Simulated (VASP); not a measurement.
# Cd (Fm-3m) in VASP: notebook, part 2 of 2

VASP 6.6.1. Earlier steps stand in the parts before.

## (4) Single point, revPBE (volume scaled by 1.08)

INCAR reads:

```
PREC = Accurate
ENCUT = 520
EDIFF = 1E-6
ISMEAR = -1
SIGMA = 0.1
LREAL = F
LASPH = T
NELM = 60
ALGO = Normal
ISIF = 2
LWAVE = F
LCHARG = F
GGA = RE
NBANDS = 12
```

KPOINTS reads:

```
regular mesh
0
Gamma
  13 13 13
```

POSCAR reads:

```
Cd
1.0
    0.0000000000      2.3480433219      2.3480433219
    2.3480433219      0.0000000000      2.3480433219
    2.3480433219      2.3480433219      0.0000000000
Cd
1
Direct
    0.0000000000      0.0000000000      0.0000000000
```

Potentials or basis: VASP PAW PBE potentials, release 64 (Cd).

Run with:

```sh
> cat potpaw_PBE.64/Cd/POTCAR > POTCAR
> mpirun -np 1 vasp_std > vasp.out
```

OUTCAR:

```text
PREC = Accurate
   ENCUT = 520
   EDIFF = 1E-6
   ISMEAR = -1
   LREAL = F
   LASPH = T
   NELM = 60
   ISIF = 2
   GGA = RE

 ion  position               nearest neighbor table
   1  0.000  0.000  0.000-

  LATTYP: Found a face centered cubic cell.
 ALAT       =     4.6960866438

  Lattice vectors:

 A1 = (   0.0000000000,   2.3480433219,   2.3480433219)
 A2 = (   2.3480433219,   0.0000000000,   2.3480433219)
 A3 = (   2.3480433219,   2.3480433219,   0.0000000000)

Analysis of symmetry for initial positions (statically):
=====================================================================
 Subroutine PRICEL returns:
 Original cell was already a primitive cell.

 Routine SETGRP: Setting up the symmetry group for a
 face centered cubic supercell.

 Subroutine GETGRP returns: Found 48 space group operations
 (whereof 48 operations were pure point group operations)
 out of a pool of 48 trial point group operations.

The static configuration has the point symmetry O_h .

Analysis of symmetry for dynamics (positions and initial velocities):
=====================================================================
 Subroutine PRICEL returns:
 Original cell was already a primitive cell.

 Routine SETGRP: Setting up the symmetry group for a
 face centered cubic supercell.

 Subroutine GETGRP returns: Found 48 space group operations
 (whereof 48 operations were pure point group operations)
 out of a pool of 48 trial point group operations.

The dynamic configuration has the point symmetry O_h .

 Subroutine INISYM returns: Found 48 space group operations
 (whereof 48 operations are pure point group operations),
 and found     1 'primitive' translations

----------------------------------------------------------------------------------------

                                     Primitive cell

  volume of cell :      25.8910

  direct lattice vectors                    reciprocal lattice vectors
     0.000000000  2.348043322  2.348043322    -0.212943260  0.212943260  0.212943260
     2.348043322  0.000000000  2.348043322     0.212943260 -0.212943260  0.212943260
     2.348043322  2.348043322  0.000000000     0.212943260  0.212943260 -0.212943260

  length of vectors
     3.320634711  3.320634711  3.320634711     0.368828546  0.368828546  0.368828546

  position of ions in fractional coordinates (direct lattice)
     0.000000000  0.000000000  0.000000000

  ion indices of the primitive-cell ions
   primitive index   ion index
                 1           1

----------------------------------------------------------------------------------------

 KPOINTS: regular mesh

Automatic generation of k-mesh.
 Grid dimensions read from file:
 generate k-points for:   13   13   13

 Generating k-lattice:

  Cartesian coordinates                     Fractional coordinates (reciprocal lattice)
    -0.016380251  0.016380251  0.016380251     0.076923077  0.000000000  0.000000000
     0.016380251 -0.016380251  0.016380251     0.000000000  0.076923077  0.000000000
     0.016380251  0.016380251 -0.016380251     0.000000000  0.000000000  0.076923077

  Length of vectors
     0.028371427  0.028371427  0.028371427

  Shift w.r.t. Gamma in fractional coordinates (k-lattice)
     0.000000000  0.000000000  0.000000000

 Subroutine IBZKPT returns following result:
 ===========================================

 Found     84 irreducible k-points:

 Following reciprocal coordinates:
            Coordinates               Weight
  0.000000  0.000000  0.000000      1.000000
  0.076923  0.000000  0.000000      8.000000
  0.153846  0.000000  0.000000      8.000000
  0.230769  0.000000  0.000000      8.000000
  0.307692  0.000000  0.000000      8.000000
  0.384615  0.000000  0.000000      8.000000
[... 16 lines left out ...]
  0.384615  0.153846  0.000000     24.000000
  0.461538  0.153846  0.000000     24.000000
 [... further k-points ...]
   k-points           NKPTS =     84   k-points in BZ     NKDIM =     84   number of bands    NBANDS=     12
   number of dos      NEDOS =    301   number of ions     NIONS =      1
   total plane-waves  NPLWV =  21952
   dimension x,y,z NGX =    28 NGY =   28 NGZ =   28
   dimension x,y,z NGXF=    56 NGYF=   56 NGZF=   56
   ions per type =               1
   NGX,Y,Z   is equivalent  to a cutoff of  14.02, 14.02, 14.02 a.u.
   NGXF,Y,Z  is equivalent  to a cutoff of  28.04, 28.04, 28.04 a.u.
 SYSTEM =  unknown system
   PREC   = accura    normal or accurate (medium, high low for compatibility)
   ISTART =      0    job   : 0-new  1-cont  2-samecut
   ICHARG =      2    charge: 1-file 2-atom 10-const
   ISPIN  =      1    spin polarized calculation?
   LNONCOLLINEAR =      F non collinear calculations
   LSORBIT =      F    spin-orbit coupling
   LASPH  =      T    aspherical Exc in radial PAW
   ENCUT  =  520.0 eV  38.22 Ry    6.18 a.u.   6.17  6.17  6.17*2*pi/ulx,y,z
   NELM   =     60;   NELMIN=  2; NELMDL= -5     # of ELM steps
   EDIFF  = 0.1E-05   stopping-criterion for ELM
   LREAL  =      F    real-space projection
   EDIFFG = 0.1E-04   stopping-criterion for IOM
   NSW    =      0    number of steps for IOM
   IBRION =     -1    ionic relax: 0-MD 1-quasi-New 2-CG
   NFREE  =      0    steps in history (QN), initial steepest desc. (CG)
   ISIF   =      2    stress and relaxation
   ISYM   =      2    0-nonsym 1-usesym 2-fastsym
   POTIM  = 0.5000    time-step for ionic-motion
   TEBEG  =    0.0;   TEEND  =   0.0 temperature during run
   PSTRESS=    0.0 pullay stress
   NELECT =      12.0000    total number of electrons
   NUPDOWN=      -1.0000    fix difference up-down
   EMIN   =  10.00;   EMAX   =-10.00  energy-range for DOS
   EFERMI =   0.00;   METHOD = LEGACY
   ISMEAR =    -1;   SIGMA  =   0.10  broadening in eV -4-tet -1-fermi 0-gaus
   EFERMI_NEDOS =   21; number of points for ismear=-14 and -15
   IALGO  =     38    algorithm
   IMIX   =      4    mixing-type and parameters
     AMIX     =   0.40;   BMIX     =  1.00
     AMIX_MAG =   1.60;   BMIX_MAG =  1.00
  volume/ion in A,a.u.               =      25.89       174.72
  Fermi-wavevector in a.u.,A,eV,Ry     =   1.266930  2.394150 21.838855  1.605111
  Thomas-Fermi vector in A             =   2.400104
   LORBIT       =      0    0 simple, 1 ext, 2 COOP (PROOUT), +10 PAW based schemes
   GGA     = RE    functional components
   LHFCALC =     F    Hartree Fock is set to
   AEXX    =    0.0000 exact exchange contribution
   IVDW    =     0    specifies the selected vdW correction
   LEPSILON=     F    determine dielectric tensor
   LRPA    =     F    only Hartree local field effects (RPA)
 non-spin polarized calculation
  energy-cutoff  :      520.00
  volume of cell :       25.89
 maximum number of plane-waves:       725
 NGX is ok and might be reduce to    28
   NGX = 13   NGY = 13   NGZ = 13

 number of electron      12.0000003 magnetization

 Free energy of the ion-electron system (eV)
  ---------------------------------------------------
  ext. energy  EPLUGINS =         0.00000000
  ---------------------------------------------------
  free energy    TOTEN  =        -0.41140192 eV

  energy without entropy =       -0.39883256  energy(sigma->0) =       -0.40511724

 E-fermi :   1.8149     XC(G=0): -10.0136

 val. band max:        1.7660975153   @ k =  -0.3846   0.3846   0.0769
 cond. band min:       1.9419888097   @ k =   0.4615   0.0769   0.0000
 fundamental gap:      0.1758912944
 Fermi energy:         1.8148691059

 k-point     1 :       0.0000    0.0000    0.0000
  band No.  band energies     occupation
      1      -6.9578      2.00000
      2      -6.9578      2.00000
      3      -6.9578      2.00000
      4      -6.6507      2.00000
      5      -6.6507      2.00000
      6      -5.7737      2.00000
      7      15.0519      0.00000
      8      15.1290      0.00000
      9      15.1290      0.00000
     10      15.1290      0.00000
     11      18.2834      0.00000
     12      18.2834      0.00000
[... 331 lines left out ...]
 k-point    24 :       0.4615    0.1538    0.0000
  band No.  band energies     occupation
      1      -7.1623      2.00000
      2      -6.9606      2.00000
      3      -6.8243      2.00000
      4      -6.6100      2.00000
      5      -6.3856      2.00000
      6      -1.2249      2.00000
      7       2.9643      0.00002
      8      10.2106      0.00000
      9      11.0227      0.00000
     10      12.9715      0.00000
     11      19.3459      0.00000
     12      19.3593      0.00000

 [... further k-points ...]

------------------------ aborting loop because EDIFF is reached ----------------------------------------

  FORCE on cell =-STRESS in cart. coord.  units (eV):
  Direction    XX          YY          ZZ          XY          YZ          ZX
  --------------------------------------------------------------------------------------
  -------------------------------------------------------------------------------------
  Total       -0.3221479     -0.3221479     -0.3221479      0.0000000      0.0000000      0.0000000
  in kB      -19.9350629    -19.9350629    -19.9350629      0.0000000      0.0000000      0.0000000
  external PRESSURE =     -19.9350629 kB  Pullay stress =       0.0000000 kB

 VOLUME and BASIS-vectors are now :
 -----------------------------------------------------------------------------
  energy-cutoff  :      520.00
  volume of cell :       25.89
      direct lattice vectors                 reciprocal lattice vectors
     0.000000000  2.348043322  2.348043322    -0.212943260  0.212943260  0.212943260
     2.348043322  0.000000000  2.348043322     0.212943260 -0.212943260  0.212943260
     2.348043322  2.348043322  0.000000000     0.212943260  0.212943260 -0.212943260

 POSITION                                       TOTAL-FORCE (eV/Angst)
 -----------------------------------------------------------------------------------
      0.00000      0.00000      0.00000         0.000000      0.000000      0.000000
 -----------------------------------------------------------------------------------
    total drift:                               -0.000000     -0.000000     -0.000000

  FREE ENERGIE OF THE ION-ELECTRON SYSTEM (eV)
  ---------------------------------------------------
  free  energy   TOTEN  =        -0.4114019244 eV

  energy  without entropy=       -0.3988325575  energy(sigma->0) =       -0.40511724
```

stdout:

```text
POSCAR found type information on POSCAR Cd
 POSCAR found :  1 types and       1 ions
 scaLAPACK will be used
 -----------------------------------------------------------------------------
|                                                                             |
|                                                                             |
|     You enforced a specific xc type in the INCAR file but a different       |
|     I HOPE YOU KNOW WHAT YOU ARE DOING!                                     |
|                                                                             |
 -----------------------------------------------------------------------------

 LDA part: xc-table for (Slater+PW92), standard interpolation
 POSCAR, INCAR and KPOINTS ok, starting setup
 FFT: planning ... GRIDC
 FFT: planning ... GRID_SOFT
 FFT: planning ... GRID
 WAVECAR not read
 entering main loop
```

Run time: 14 s. Hardware: 1 thread of Intel Xeon Platinum 8488C (Sapphire Rapids), shared host; peak memory 0.16 GiB.

Results:

| Item | Value |
| --- | --- |
| Free energy | -0.4114 eV |
| Pressure | -2.0 GPa |
| Band gap on the k mesh | zero (band 6 reaches 2.98 eV, above the bottom of band 7 at 0.65 eV) |

Caveat: the PAW data sets were made with another functional, which shifts forces and pressure a little.

## (5) The runs side by side

| cell | gap on the mesh (eV) | pressure (GPa) |
| --- | --- | --- |
| a = 3.148 Å, angles 60.0°, 1 atom | none | 3.7 |
| a = 3.193 Å, angles 60.0°, 1 atom | none | 1.7 |
| a = 3.321 Å, angles 60.0°, 1 atom | none | -2.0 |

Alike in all rows: task single point; level revPBE; potentials or basis VASP PAW PBE potentials, release 64 (Cd); no spin polarisation; k mesh 13 × 13 × 13; cutoff (eV) 520; smearing fermi-dirac 0.1 eV.

Caveats: the PAW data sets were made with another functional, which shifts forces and pressure a little.

Total energies depend on the potentials used, so only differences within one code and one set of settings carry meaning.
